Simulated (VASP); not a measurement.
# SrCl2 (R-3m) in VASP: notebook, part 2 of 2

VASP 6.6.1.

## 3. Single point, r2SCAN

This run uses another cell than the first one, of the same volume but with other edges.

POSCAR reads:

```
SrCl2
1.0
    0.4373308105      3.7173118892      3.7173118892
    3.7173118892      0.4373308105      3.7173118892
    3.7173118892      3.7173118892      0.4373308105
Sr Cl
1 2
Direct
    0.0000000000      0.0000000000      0.0000000000
    0.2500000000      0.2500000000      0.2500000000
    0.7500000000      0.7500000000      0.7500000000
```

INCAR.step1 reads:

```
SYSTEM = SrCl2
PREC = Accurate ; ENCUT = 520
ISMEAR = 0 ; SIGMA = 0.05
LREAL = .FALSE. ; LASPH = .TRUE.
NELM = 100 ; NBANDS = 19
GGA = PE ; ALGO = Normal
EDIFF = 1E-4 ; LWAVE = .TRUE.
LCHARG = .FALSE.
```

INCAR.step2 reads:

```
SYSTEM = SrCl2
PREC = Accurate ; ENCUT = 520
EDIFF = 1E-7 ; ISMEAR = 0
SIGMA = 0.05 ; LREAL = .FALSE.
LASPH = .TRUE. ; NELM = 100
ALGO = Normal ; ISIF = 2
LWAVE = .FALSE. ; LCHARG = .FALSE.
METAGGA = R2SCAN ; LMIXTAU = .TRUE.
NBANDS = 19 ; ISTART = 1
```

KPOINTS reads:

```
Automatic mesh
0
G
  6 6 6
  0 0 0
```

Potentials or basis: VASP PAW PBE potentials, release 64 (Sr_sv, Cl).

Started as:

```console
cat potpaw_PBE.64/Sr_sv/POTCAR potpaw_PBE.64/Cl/POTCAR > POTCAR
cp INCAR.step1 INCAR
mpirun -np 1 vasp_std > vasp.out
cp INCAR.step2 INCAR
mpirun -np 1 vasp_std > vasp.out
```

OUTCAR:

```text
SYSTEM = SrCl2
   PREC = Accurate
   ENCUT = 520
   EDIFF = 1E-7
   ISMEAR = 0
   LREAL = .FALSE.
   LASPH = .TRUE.
   NELM = 100
   ISIF = 2
   METAGGA = R2SCAN
   ISTART = 1

 ion  position               nearest neighbor table
   1  0.000  0.000  0.000-   3 2.91   3 2.91   3 2.91   2 2.91   2 2.91   2 2.91   3 3.41   2 3.41

   2  0.250  0.250  0.250-   1 2.91   1 2.91   1 2.91   1 3.41
   3  0.750  0.750  0.750-   1 2.91   1 2.91   1 2.91   1 3.41

  LATTYP: Found a trigonal (rhomboedric) cell.
 ALAT       =     5.2752320898
 COS(alpha) =     0.6134020619

  Lattice vectors:

 A1 = (   0.4373308105,   3.7173118892,   3.7173118892)
 A2 = (   3.7173118892,   0.4373308105,   3.7173118892)
 A3 = (   3.7173118892,   3.7173118892,   0.4373308105)

Analysis of symmetry for initial positions (statically):
=====================================================================
 Subroutine PRICEL returns:
 Original cell was already a primitive cell.

 Routine SETGRP: Setting up the symmetry group for a
 trigonal (rhombohedral) supercell.

 Subroutine GETGRP returns: Found 12 space group operations
 (whereof 12 operations were pure point group operations)
 out of a pool of 12 trial point group operations.
[... 159 lines left out ...]
  ext. energy  EPLUGINS =         0.00000000
  ---------------------------------------------------
  free energy    TOTEN  =       -35.58054726 eV

  energy without entropy =      -35.58054726  energy(sigma->0) =      -35.58054726

 E-fermi :  -0.0022     XC(G=0):  -8.7643

 val. band max:       -0.3370490902   @ k =   0.5000   0.5000  -0.0000
 cond. band min:       5.7413734231   @ k =   0.0000   0.0000   0.0000
 fundamental gap:      6.0784225133
 Fermi energy:        -0.0022232349

 k-point     1 :       0.0000    0.0000    0.0000
  band No.  band energies     occupation
      1     -34.0687      2.00000
      2     -15.5785      2.00000
      3     -15.4431      2.00000
      4     -15.4431      2.00000
      5     -14.1410      2.00000
      6     -13.2053      2.00000
[... 505 lines left out ...]
      6     -13.2810      2.00000
[... 11 lines left out ...]
     18      10.2698      0.00000
     19      10.4346      0.00000

 [... further k-points ...]
[... 5 lines left out ...]
  --------------------------------------------------------------------------------------
  -------------------------------------------------------------------------------------
  Total        0.9360839      0.9360839      0.9360839     -0.4649001     -0.4649001     -0.4649001
  in kB       17.7092470     17.7092470     17.7092470     -8.7951847     -8.7951847     -8.7951847
  external PRESSURE =      17.7092470 kB  Pullay stress =       0.0000000 kB

 VOLUME and BASIS-vectors are now :
 -----------------------------------------------------------------------------
  energy-cutoff  :      520.00
  volume of cell :       84.69
      direct lattice vectors                 reciprocal lattice vectors
     0.437330811  3.717311889  3.717311889    -0.160908787  0.143971020  0.143971020
     3.717311889  0.437330811  3.717311889     0.143971020 -0.160908787  0.143971020
     3.717311889  3.717311889  0.437330811     0.143971020  0.143971020 -0.160908787

 POSITION                                       TOTAL-FORCE (eV/Angst)
 -----------------------------------------------------------------------------------
      0.00000      0.00000      0.00000         0.000000      0.000000      0.000000
      1.96799      1.96799      1.96799        -0.182050     -0.182050     -0.182050
      5.90397      5.90397      5.90397         0.182050      0.182050      0.182050
 -----------------------------------------------------------------------------------
    total drift:                               -0.000000     -0.000000      0.000000

  FREE ENERGIE OF THE ION-ELECTRON SYSTEM (eV)
  ---------------------------------------------------
  free  energy   TOTEN  =       -35.5805472564 eV

  energy  without entropy=      -35.5805472564  energy(sigma->0) =      -35.58054726
```

OUTCAR.step1:

```text
SYSTEM = SrCl2
   PREC = Accurate
   ENCUT = 520
   ISMEAR = 0
   LREAL = .FALSE.
   LASPH = .TRUE.
[... 754 lines left out ...]
      0.00000      0.00000      0.00000         0.000000     -0.000000      0.000000
      1.96799      1.96799      1.96799        -0.167359     -0.167359     -0.167359
      5.90397      5.90397      5.90397         0.167359      0.167359      0.167359
 -----------------------------------------------------------------------------------
    total drift:                               -0.000000     -0.000000      0.000000

  FREE ENERGIE OF THE ION-ELECTRON SYSTEM (eV)
  ---------------------------------------------------
  free  energy   TOTEN  =       -12.6779616119 eV

  energy  without entropy=      -12.6779616119  energy(sigma->0) =      -12.67796161
```

OSZICAR.step1:

```text
N       E                     dE             d eps       ncg     rms          rms(c)
DAV:   1     0.144582945704E+03    0.14458E+03   -0.11532E+04  1216   0.113E+03
DAV:   2    -0.340789314259E+01   -0.14799E+03   -0.14416E+03  1608   0.224E+02
DAV:   3    -0.126703650843E+02   -0.92625E+01   -0.92320E+01  1580   0.558E+01
DAV:   4    -0.129777003036E+02   -0.30734E+00   -0.30694E+00  2072   0.870E+00
DAV:   5    -0.129807459617E+02   -0.30457E-02   -0.30455E-02  1617   0.801E-01    0.149E+01
DAV:   6    -0.126634644143E+02    0.31728E+00   -0.64936E-01  1408   0.444E+00    0.937E+00
DAV:   7    -0.126739233256E+02   -0.10459E-01   -0.45369E-01  1630   0.394E+00    0.200E+00
DAV:   8    -0.126756948802E+02   -0.17716E-02   -0.65609E-02  1409   0.140E+00    0.501E-01
DAV:   9    -0.126765181010E+02   -0.82322E-03   -0.20147E-03  1556   0.288E-01    0.182E-01
DAV:  10    -0.126777474241E+02   -0.12293E-02   -0.74932E-04  1319   0.165E-01    0.319E-02
DAV:  11    -0.126779307832E+02   -0.18336E-03   -0.11500E-04  1436   0.624E-02    0.340E-02
DAV:  12    -0.126779616119E+02   -0.30829E-04   -0.25577E-05  1073   0.293E-02
   1 F= -.12677962E+02 E0= -.12677962E+02  d E =-.265315E-16
```

Wall time 5.9 min (1 thread of Intel Xeon 8259CL, shared host); peak memory 0.28 GiB.

What came out:

| Item | Value |
| --- | --- |
| Free energy | -35.5805 eV |
| Pressure | 1.8 GPa |
| Largest force | 0.315 eV/Å |
| Band gap on the k mesh | 6.08 eV, indirect (least direct gap 6.15 eV) |

Forces in eV/Å, atoms in the order of the input:
```
Sr   0.000  0.000  0.000
Cl  -0.182 -0.182 -0.182
Cl   0.182  0.182  0.182
```

Caveat: the PAW data sets were made with another functional, which shifts forces and pressure a little. A k mesh can miss the band edges.
